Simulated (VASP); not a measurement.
# BiTe (F-43m) in VASP: further runs

The runs below take BiTe through single point, with PBE.

All numbers are computed with VASP 6.6.1; they aren't measurements. Logs are shortened: lines on timing, memory, paths and dates and some standing lists are left out, and cuts for length are marked.

### 1 The cell of the first run

The structure is cubic, space group F-43m (No. 216). The conventional cell has a = 7.110 Å, b = 7.110 Å, c = 7.110 Å, α = 90.00°, β = 90.00°, γ = 90.00°. Within 4.1 Å of Bi (site symmetry -43m) lie 4 Te at 3.08 Å. Within 4.1 Å of Te (site symmetry -43m) lie 4 Bi at 3.08 Å.

### 2 Single point, PBE (volume scaled by 0.945)

INCAR

```
SYSTEM = BiTe
  PREC = Accurate
  ENCUT = 520
  EDIFF = 1E-6
  ISMEAR = 0
  SIGMA = 0.05
  LREAL = .False.
  LASPH = .True.
  NELM = 80
  ALGO = Normal
  ISIF = 2
  LWAVE = .False.
  LCHARG = .True.
  GGA = PE
  LELF = .True.
  LVHAR = .True.
  NBANDS = 18
```

KPOINTS

```
regular mesh
0
Gamma
  8 8 8
  0 0 0
```

POSCAR

```
BiTe
1.0
    0.0000000000      3.5550901558      3.5550901558
    3.5550901558      0.0000000000      3.5550901558
    3.5550901558      3.5550901558      0.0000000000
Bi Te
1 1
Direct
    0.0000000000      0.0000000000      0.0000000000
    0.2500000000      0.2500000000      0.2500000000
```

Potentials or basis: VASP PAW PBE potentials, release 64 (Bi_d, Te).

Run with:

```bash
$ cat potpaw_PBE.64/Bi_d/POTCAR potpaw_PBE.64/Te/POTCAR > POTCAR
$ mpirun -np 1 vasp_std > vasp.out
```

OUTCAR:

```text
SYSTEM = BiTe
   PREC = Accurate
   ENCUT = 520
   EDIFF = 1E-6
   ISMEAR = 0
   LREAL = .False.
   LASPH = .True.
   NELM = 80
   ISIF = 2
   GGA = PE

 ion  position               nearest neighbor table
   1  0.000  0.000  0.000-   2 3.08   2 3.08   2 3.08   2 3.08
   2  0.250  0.250  0.250-   1 3.08   1 3.08   1 3.08   1 3.08

  LATTYP: Found a face centered cubic cell.
 ALAT       =     7.1101803116

  Lattice vectors:

 A1 = (   0.0000000000,   3.5550901558,   3.5550901558)
 A2 = (   3.5550901558,   0.0000000000,   3.5550901558)
 A3 = (   3.5550901558,   3.5550901558,   0.0000000000)

Analysis of symmetry for initial positions (statically):
=====================================================================
 Subroutine PRICEL returns:
 Original cell was already a primitive cell.

 Routine SETGRP: Setting up the symmetry group for a
 face centered cubic supercell.

 Subroutine GETGRP returns: Found 24 space group operations
 (whereof 24 operations were pure point group operations)
 out of a pool of 48 trial point group operations.

The static configuration has the point symmetry T_d .

Analysis of symmetry for dynamics (positions and initial velocities):
=====================================================================
 Subroutine PRICEL returns:
 Original cell was already a primitive cell.

 Routine SETGRP: Setting up the symmetry group for a
 face centered cubic supercell.

 Subroutine GETGRP returns: Found 24 space group operations
 (whereof 24 operations were pure point group operations)
 out of a pool of 48 trial point group operations.

The dynamic configuration has the point symmetry T_d .

 Subroutine INISYM returns: Found 24 space group operations
 (whereof 24 operations are pure point group operations),
 and found     1 'primitive' translations

----------------------------------------------------------------------------------------

                                     Primitive cell

  volume of cell :      89.8632

  direct lattice vectors                    reciprocal lattice vectors
     0.000000000  3.555090156  3.555090156    -0.140643409  0.140643409  0.140643409
     3.555090156  0.000000000  3.555090156     0.140643409 -0.140643409  0.140643409
     3.555090156  3.555090156  0.000000000     0.140643409  0.140643409 -0.140643409

  length of vectors
     5.027656714  5.027656714  5.027656714     0.243601531  0.243601531  0.243601531

  position of ions in fractional coordinates (direct lattice)
     0.000000000  0.000000000  0.000000000
     0.250000000  0.250000000  0.250000000

  ion indices of the primitive-cell ions
   primitive index   ion index
                 1           1
                 2           2

----------------------------------------------------------------------------------------

 KPOINTS: regular mesh

Automatic generation of k-mesh.
 Grid dimensions read from file:
 generate k-points for:    8    8    8

 Generating k-lattice:

  Cartesian coordinates                     Fractional coordinates (reciprocal lattice)
    -0.017580426  0.017580426  0.017580426     0.125000000  0.000000000  0.000000000
     0.017580426 -0.017580426  0.017580426     0.000000000  0.125000000  0.000000000
     0.017580426  0.017580426 -0.017580426     0.000000000  0.000000000  0.125000000

  Length of vectors
     0.030450191  0.030450191  0.030450191

  Shift w.r.t. Gamma in fractional coordinates (k-lattice)
     0.000000000  0.000000000  0.000000000

 Subroutine IBZKPT returns following result:
 ===========================================

 Found     29 irreducible k-points:

 Following reciprocal coordinates:
            Coordinates               Weight
  0.000000  0.000000  0.000000      1.000000
  0.125000  0.000000  0.000000      8.000000
  0.250000  0.000000  0.000000      8.000000
  0.375000  0.000000  0.000000      8.000000
  0.500000  0.000000  0.000000      4.000000
  0.125000  0.125000  0.000000      6.000000
[... 16 lines left out ...]
  0.500000  0.250000  0.125000     48.000000
 -0.375000  0.250000  0.125000     24.000000
 [... further k-points ...]
   k-points           NKPTS =     29   k-points in BZ     NKDIM =     29   number of bands    NBANDS=     18
   number of dos      NEDOS =    301   number of ions     NIONS =      2
   total plane-waves  NPLWV =  64000
   dimension x,y,z NGX =    40 NGY =   40 NGZ =   40
   dimension x,y,z NGXF=    80 NGYF=   80 NGZF=   80
   ions per type =               1   1
   NGX,Y,Z   is equivalent  to a cutoff of  13.23, 13.23, 13.23 a.u.
   NGXF,Y,Z  is equivalent  to a cutoff of  26.45, 26.45, 26.45 a.u.
 SYSTEM =  BiTe
   PREC   = accura    normal or accurate (medium, high low for compatibility)
   ISTART =      0    job   : 0-new  1-cont  2-samecut
   ICHARG =      2    charge: 1-file 2-atom 10-const
   ISPIN  =      1    spin polarized calculation?
   LNONCOLLINEAR =      F non collinear calculations
   LSORBIT =      F    spin-orbit coupling
   LASPH  =      T    aspherical Exc in radial PAW
   ENCUT  =  520.0 eV  38.22 Ry    6.18 a.u.   9.35  9.35  9.35*2*pi/ulx,y,z
   NELM   =     80;   NELMIN=  2; NELMDL= -5     # of ELM steps
   EDIFF  = 0.1E-05   stopping-criterion for ELM
   LREAL  =      F    real-space projection
   EDIFFG = 0.1E-04   stopping-criterion for IOM
   NSW    =      0    number of steps for IOM
   IBRION =     -1    ionic relax: 0-MD 1-quasi-New 2-CG
   NFREE  =      0    steps in history (QN), initial steepest desc. (CG)
   ISIF   =      2    stress and relaxation
   ISYM   =      2    0-nonsym 1-usesym 2-fastsym
   POTIM  = 0.5000    time-step for ionic-motion
   TEBEG  =    0.0;   TEEND  =   0.0 temperature during run
   PSTRESS=    0.0 pullay stress
   NELECT =      21.0000    total number of electrons
   NUPDOWN=      -1.0000    fix difference up-down
   EMIN   =  10.00;   EMAX   =-10.00  energy-range for DOS
   EFERMI =   0.00;   METHOD = LEGACY
   ISMEAR =     0;   SIGMA  =   0.05  broadening in eV -4-tet -1-fermi 0-gaus
   EFERMI_NEDOS =   21; number of points for ismear=-14 and -15
   IALGO  =     38    algorithm
   IMIX   =      4    mixing-type and parameters
     AMIX     =   0.40;   BMIX     =  1.00
     AMIX_MAG =   1.60;   BMIX_MAG =  1.00
  volume/ion in A,a.u.               =      44.93       303.21
  Fermi-wavevector in a.u.,A,eV,Ry     =   1.008372  1.905546 13.834587  1.016813
  Thomas-Fermi vector in A             =   2.141234
   LORBIT       =      0    0 simple, 1 ext, 2 COOP (PROOUT), +10 PAW based schemes
   GGA     = PE    functional components
   LHFCALC =     F    Hartree Fock is set to
   AEXX    =    0.0000 exact exchange contribution
   IVDW    =     0    specifies the selected vdW correction
   LEPSILON=     F    determine dielectric tensor
   LRPA    =     F    only Hartree local field effects (RPA)
 non-spin polarized calculation
 Gauss-broadening in eV      SIGMA  =   0.05
  energy-cutoff  :      520.00
  volume of cell :       89.86
 maximum number of plane-waves:      2452
 NGX is ok and might be reduce to    40
   NGX = 19   NGY = 19   NGZ = 19

 number of electron      21.0000004 magnetization

 Free energy of the ion-electron system (eV)
  ---------------------------------------------------
  ext. energy  EPLUGINS =         0.00000000
  ---------------------------------------------------
  free energy    TOTEN  =        -6.64961214 eV

  energy without entropy =       -6.64532346  energy(sigma->0) =       -6.64746780

 E-fermi :   4.3279     XC(G=0):  -7.9563

 val. band max:        4.3068783699   @ k =  -0.3750   0.3750   0.1250
 cond. band min:       4.3795415154   @ k =  -0.2500   0.5000   0.2500
 fundamental gap:      0.0726631454
 Fermi energy:         4.3279180567

 k-point     1 :       0.0000    0.0000    0.0000
  band No.  band energies     occupation
      1     -19.1622      2.00000
      2     -19.1622      2.00000
      3     -19.1622      2.00000
      4     -19.1472      2.00000
      5     -19.1472      2.00000
      6      -9.0724      2.00000
[... 10 lines left out ...]
     17      11.3132      0.00000
     18      11.3132      0.00000

 k-point     2 :       0.1250    0.0000    0.0000
  band No.  band energies     occupation
      1     -19.1625      2.00000
      2     -19.1618      2.00000
      3     -19.1618      2.00000
      4     -19.1472      2.00000
      5     -19.1472      2.00000
      6      -8.9788      2.00000
[... 10 lines left out ...]
     17      10.9397      0.00000
     18      12.1528      0.00000

 k-point     3 :       0.2500    0.0000    0.0000
  band No.  band energies     occupation
      1     -19.1632      2.00000
      2     -19.1610      2.00000
      3     -19.1610      2.00000
      4     -19.1471      2.00000
      5     -19.1471      2.00000
      6      -8.7168      2.00000
[... 10 lines left out ...]
     17      10.7751      0.00000
     18      13.6243      0.00000

 k-point     4 :       0.3750    0.0000    0.0000
  band No.  band energies     occupation
      1     -19.1639      2.00000
      2     -19.1603      2.00000
      3     -19.1603      2.00000
      4     -19.1470      2.00000
      5     -19.1470      2.00000
      6      -8.3677      2.00000
[... 10 lines left out ...]
     17      10.7345      0.00000
     18      13.0469      0.00000

 k-point     5 :       0.5000    0.0000    0.0000
  band No.  band energies     occupation
      1     -19.1642      2.00000
      2     -19.1600      2.00000
      3     -19.1600      2.00000
      4     -19.1469      2.00000
      5     -19.1469      2.00000
      6      -8.1715      2.00000
[... 10 lines left out ...]
     17      10.5739      0.00000
     18      12.0274      0.00000

 k-point     6 :       0.1250    0.1250    0.0000
  band No.  band energies     occupation
      1     -19.1630      2.00000
      2     -19.1615      2.00000
      3     -19.1615      2.00000
      4     -19.1474      2.00000
      5     -19.1470      2.00000
      6      -8.9465      2.00000
[... 307 lines left out ...]
 k-point    21 :       0.5000    0.5000    0.0000
  band No.  band energies     occupation
      1     -19.1676      2.00000
      2     -19.1576      2.00000
      3     -19.1576      2.00000
      4     -19.1484      2.00000
      5     -19.1459      2.00000
      6      -7.3130      2.00000
[... 10 lines left out ...]
     17      11.9722      0.00000
     18      12.0606      0.00000

 k-point    22 :       0.3750    0.2500    0.1250
  band No.  band energies     occupation
      1     -19.1644      2.00000
      2     -19.1601      2.00000
      3     -19.1599      2.00000
      4     -19.1476      2.00000
      5     -19.1466      2.00000
      6      -8.4773      2.00000
[... 10 lines left out ...]
     17      12.0741      0.00000
     18      12.5450      0.00000

 k-point    23 :       0.5000    0.2500    0.1250
  band No.  band energies     occupation
      1     -19.1648      2.00000
      2     -19.1597      2.00000
      3     -19.1592      2.00000
      4     -19.1474      2.00000
      5     -19.1466      2.00000
      6      -8.1211      2.00000
[... 10 lines left out ...]
     17      11.4556      0.00000
     18      12.9579      0.00000

 k-point    24 :      -0.3750    0.2500    0.1250
  band No.  band energies     occupation
      1     -19.1649      2.00000
      2     -19.1597      2.00000
      3     -19.1589      2.00000
      4     -19.1473      2.00000
      5     -19.1467      2.00000
      6      -7.9066      2.00000
[... 10 lines left out ...]
     17      11.1185      0.00000
     18      13.0020      0.00000

 [... further k-points ...]
[... 5 lines left out ...]
  --------------------------------------------------------------------------------------
  -------------------------------------------------------------------------------------
  Total        0.9640782      0.9640782      0.9640782      0.0000000      0.0000000      0.0000000
  in kB       17.1886188     17.1886188     17.1886188      0.0000000      0.0000000      0.0000000
  external PRESSURE =      17.1886188 kB  Pullay stress =       0.0000000 kB

 VOLUME and BASIS-vectors are now :
 -----------------------------------------------------------------------------
  energy-cutoff  :      520.00
  volume of cell :       89.86
      direct lattice vectors                 reciprocal lattice vectors
     0.000000000  3.555090156  3.555090156    -0.140643409  0.140643409  0.140643409
     3.555090156  0.000000000  3.555090156     0.140643409 -0.140643409  0.140643409
     3.555090156  3.555090156  0.000000000     0.140643409  0.140643409 -0.140643409

 POSITION                                       TOTAL-FORCE (eV/Angst)
 -----------------------------------------------------------------------------------
      0.00000      0.00000      0.00000        -0.000000     -0.000000     -0.000000
      1.77755      1.77755      1.77755         0.000000      0.000000      0.000000
 -----------------------------------------------------------------------------------
    total drift:                               -0.000000     -0.000000     -0.000000

  FREE ENERGIE OF THE ION-ELECTRON SYSTEM (eV)
  ---------------------------------------------------
  free  energy   TOTEN  =        -6.6496121392 eV

  energy  without entropy=       -6.6453234608  energy(sigma->0) =       -6.64746780
```

It took 42 s on 1 thread of Intel Xeon Platinum 8259CL at 2.50GHz (Skylake/Cascade Lake), shared host; peak memory 0.25 GiB.

What came out:

```yaml
Free_energy: -6.6496 eV
Pressure: 1.7 GPa
```

Caveat: spin-orbit coupling is left out, which moves the levels of the heavy elements.

### 3 Single point, PBE (volume scaled by 0.960)

INCAR

```
PREC     = Accurate       # precision mode
ENCUT    = 520            # plane-wave cutoff, eV
EDIFF    = 1E-6           # SCF threshold, eV
ISMEAR   = 0              # smearing method
SIGMA    = 0.05           # smearing width, eV
LREAL    = False          # projectors in reciprocal space
LASPH    = True           # aspherical terms in the spheres
NELM     = 60             # most SCF steps
ALGO     = Normal         # electronic algorithm
ISIF     = 2              # what is computed and relaxed
LWAVE    = False          # write WAVECAR
LCHARG   = False          # write CHGCAR
GGA      = PE             # functional
NBANDS   = 18             # bands
```

KPOINTS

```
regular mesh
0
Gamma
  8 8 8
```

POSCAR

```
BiTe
1.0
    0.0000000000      3.5738015013      3.5738015013
    3.5738015013      0.0000000000      3.5738015013
    3.5738015013      3.5738015013      0.0000000000
Bi Te
1 1
Direct
    0.0000000000      0.0000000000      0.0000000000
    0.2500000000      0.2500000000      0.2500000000
```

Potentials or basis: VASP PAW PBE potentials, release 64 (Bi_d, Te).

Run with:

```bash
$ cat potpaw_PBE.64/Bi_d/POTCAR potpaw_PBE.64/Te/POTCAR > POTCAR
$ mpirun -np 1 vasp_std > vasp.out
```

Run time: 38 s. Hardware: 1 thread of Intel Xeon Platinum 8259CL at 2.50GHz (Skylake/Cascade Lake), shared host; peak memory 0.25 GiB.

It converged, with:

```
Free energy : -6.6627 eV
Pressure    : 1.2 GPa
```

Levels at points of the mesh, in eV from the Fermi level:
| k point | band 9 | band 10 | band 11 | band 12 | band 13 | band 14 |
| --- | --- | --- | --- | --- | --- | --- |
| (0.00, 0.00, 0.00) | -2.83 | -2.83 | -0.20 | -0.20 | -0.20 | 2.98 |
| (0.50, 0.00, 0.00) | -3.47 | -3.46 | 0.74 | 0.74 | 2.29 | 4.79 |
| (0.50, 0.50, 0.00) | -4.18 | -1.91 | -1.06 | 2.81 | 2.81 | 4.71 |

Caveat: spin-orbit coupling is left out, which moves the levels of the heavy elements.

### 4 Single point, PBE (volume scaled by 0.980)

INCAR

```
PREC = Accurate
ENCUT = 520
EDIFF = 1E-6
ISMEAR = 0
SIGMA = 0.05
LREAL = F
LASPH = T
NELM = 60
ALGO = Normal
ISIF = 2
LWAVE = F
LCHARG = T
GGA = PE
LELF = T
LVHAR = T
NBANDS = 18
```

KPOINTS is that of step 3.

POSCAR

```
BiTe
1.0
    0.0000000000      3.5984491871      3.5984491871
    3.5984491871      0.0000000000      3.5984491871
    3.5984491871      3.5984491871      0.0000000000
Bi Te
1 1
Direct
    0.0000000000      0.0000000000      0.0000000000
    0.2500000000      0.2500000000      0.2500000000
```

Potentials or basis: VASP PAW PBE potentials, release 64 (Bi_d, Te).

Run with:

```bash
$ cat potpaw_PBE.64/Bi_d/POTCAR potpaw_PBE.64/Te/POTCAR > POTCAR
$ mpirun -np 1 vasp_std > vasp.out
```

OUTCAR:

```text
PREC = Accurate
   ENCUT = 520
   EDIFF = 1E-6
   ISMEAR = 0
   LREAL = F
   LASPH = T
   NELM = 60
   ISIF = 2
   GGA = PE

 ion  position               nearest neighbor table
   1  0.000  0.000  0.000-   2 3.12   2 3.12   2 3.12   2 3.12
   2  0.250  0.250  0.250-   1 3.12   1 3.12   1 3.12   1 3.12

  LATTYP: Found a face centered cubic cell.
 ALAT       =     7.1968983742

  Lattice vectors:

 A1 = (   0.0000000000,   3.5984491871,   3.5984491871)
 A2 = (   3.5984491871,   0.0000000000,   3.5984491871)
 A3 = (   3.5984491871,   3.5984491871,   0.0000000000)
[... 189 lines left out ...]
      5     -19.4580      2.00000
      6      -9.2015      2.00000
[... 481 lines left out ...]
      5     -19.4575      2.00000
      6      -8.0992      2.00000
[... 10 lines left out ...]
     17      10.7629      0.00000
     18      12.5626      0.00000

 [... further k-points ...]
[... 5 lines left out ...]
  --------------------------------------------------------------------------------------
  -------------------------------------------------------------------------------------
  Total        0.3121664      0.3121664      0.3121664     -0.0000000      0.0000000     -0.0000000
  in kB        5.3668638      5.3668638      5.3668638     -0.0000000      0.0000000     -0.0000000
  external PRESSURE =       5.3668638 kB  Pullay stress =       0.0000000 kB

 VOLUME and BASIS-vectors are now :
 -----------------------------------------------------------------------------
  energy-cutoff  :      520.00
  volume of cell :       93.19
      direct lattice vectors                 reciprocal lattice vectors
     0.000000000  3.598449187  3.598449187    -0.138948745  0.138948745  0.138948745
     3.598449187  0.000000000  3.598449187     0.138948745 -0.138948745  0.138948745
     3.598449187  3.598449187  0.000000000     0.138948745  0.138948745 -0.138948745

 POSITION                                       TOTAL-FORCE (eV/Angst)
 -----------------------------------------------------------------------------------
      0.00000      0.00000      0.00000         0.000000      0.000000      0.000000
      1.79922      1.79922      1.79922        -0.000000     -0.000000     -0.000000
 -----------------------------------------------------------------------------------
    total drift:                               -0.000000     -0.000000     -0.000000

  FREE ENERGIE OF THE ION-ELECTRON SYSTEM (eV)
  ---------------------------------------------------
  free  energy   TOTEN  =        -6.6732701967 eV

  energy  without entropy=       -6.6690906086  energy(sigma->0) =       -6.67118040
```

stdout:

```text
POSCAR found type information on POSCAR BiTe
 POSCAR found :  2 types and       2 ions
 scaLAPACK will be used
 LDA part: xc-table for (Slater+PW92), standard interpolation
 POSCAR, INCAR and KPOINTS ok, starting setup
 FFT: planning ... GRIDC
 FFT: planning ... GRID_SOFT
 FFT: planning ... GRID
 WAVECAR not read
 entering main loop
```

It took 39 s on 1 thread of Intel Xeon Platinum 8259CL at 2.50GHz (Skylake/Cascade Lake), shared host; peak memory 0.26 GiB.

Results:

```yaml
Free_energy: -6.6733 eV
Pressure: 0.5 GPa
```

Levels at points of the mesh, in eV from the Fermi level:
```
           k point  band 8  band 9  band 10  band 11  band 12  band 13  band 14  band 15
(0.00, 0.00, 0.00)   -2.78   -2.78    -2.78    -0.18    -0.18    -0.18     2.99     5.96
(0.50, 0.00, 0.00)   -3.41   -3.40    -3.40     0.74     0.74     2.20     4.81     5.56
(0.50, 0.50, 0.00)   -4.09   -4.09    -1.89    -1.02     2.73     2.73     4.69     5.50
```

Caveat: spin-orbit coupling is left out, which moves the levels of the heavy elements.

### 5 Summary

```csv
cell,gap on the mesh (eV),pressure (GPa)
"a = 5.028 Å, angles 60.0°, 2 atoms",none,1.7
"a = 5.054 Å, angles 60.0°, 2 atoms",none,1.2
"a = 5.089 Å, angles 60.0°, 2 atoms",none,0.5
```

Alike in all rows: task single point; level PBE; potentials or basis VASP PAW PBE potentials, release 64 (Bi_d, Te); no spin polarisation; k mesh 8 × 8 × 8; cutoff (eV) 520; smearing gaussian 0.05 eV.

Caveats: spin-orbit coupling is left out, which moves the levels of the heavy elements.

Absolute energies hang on the potentials; compare differences alone.
